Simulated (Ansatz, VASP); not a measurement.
## Two plane-wave programs on Cs4Cu

```
Cs Cu
1.0
    -4.65568    4.65568    4.65568
     4.65568   -4.65568    4.65568
     4.65568    4.65568   -4.65568
Cs Cu
4 1
Direct
  0.00000 0.00000 0.50000
  0.00000 0.50000 0.00000
  0.50000 0.00000 0.00000
  0.50000 0.50000 0.50000
  0.00000 0.00000 0.00000
```

Change from the starting cell: species swapped into the MnGa4 type (Im-3m, No. 229).

Alike in both runs: functional PBE; k mesh 4 × 4 × 4; occupations gaussian, width 0.1 eV; no spin polarisation.

Ansatz relaxed the structure, and its values are those at the end. VASP's run is a single point on that final structure, the one shown.

|  | VASP | Ansatz |
| --- | --- | --- |
| version | VASP 6.6.1 | Ansatz 0.2.0 |
| potentials or method | VASP PAW PBE potentials, release 64 (Cs_sv, Cu), cutoff 520 eV | scalar-relativistic, plane waves, PAW |
| valence electrons in the cell | 47 | 55 |

```tsv
	VASP	Ansatz	Ansatz less VASP
gap on the k mesh at the Fermi level (eV)	none	none	-
pressure (GPa)	0.0	0.0	-0.01
```

A gap of «none» marks a metal or a gap that the smearing closes. VASP's potentials hold 47 valence electrons a cell and Ansatz's 55, so a difference there can come from the potentials and not from the codes.

Neither program's run includes spin-orbit coupling.
